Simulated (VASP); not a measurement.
Input of a VASP 6.6.1 run:

The input POSCAR:

```
Pd
1.0
    0.0000000000      1.9558504376      1.9558504376
    1.9558504376      0.0000000000      1.9558504376
    1.9558504376      1.9558504376      0.0000000000
Pd
1
Direct
    0.0000000000      0.0000000000      0.0000000000
```

INCAR.step1

```
SYSTEM = Pd
ALGO = Normal
EDIFF = 1E-4
ENCUT = 520
GGA = PE
ISMEAR = 1
LASPH = .TRUE.
LCHARG = .FALSE.
LREAL = .FALSE.
LWAVE = .TRUE.
NBANDS = 11
NELM = 60
PREC = Accurate
SIGMA = 0.2
```

Contents of INCAR.step2:

```
SYSTEM = Pd
ALGO = Normal
EDIFF = 1E-7
ENCUT = 520
ISIF = 2
ISMEAR = 1
ISTART = 1
LASPH = .TRUE.
LCHARG = .TRUE.
LELF = .TRUE.
LMIXTAU = .TRUE.
LREAL = .FALSE.
LVHAR = .TRUE.
LWAVE = .FALSE.
METAGGA = R2SCAN
NBANDS = 11
NELM = 60
PREC = Accurate
SIGMA = 0.2
```

The input KPOINTS:

```
k-points
0
G
  14 14 14
  0 0 0
```

Potentials or basis: VASP PAW PBE potentials, release 64 (Pd).

Launch:

```console
$ cat potpaw_PBE.64/Pd/POTCAR > POTCAR
$ cp INCAR.step1 INCAR
$ mpirun -np 1 vasp_std > vasp.out
$ cp INCAR.step2 INCAR
$ mpirun -np 1 vasp_std > vasp.out
```

**Question.** Estimate the band gap on the k mesh.

**Answer.** Zero (bands 5 and 6 overlap by 1.65 eV).

**Question.** Predict the pressure.

**Answer.** 0.4 GPa.

Caveat: the PAW data sets were made with another functional, which shifts forces and pressure a little.
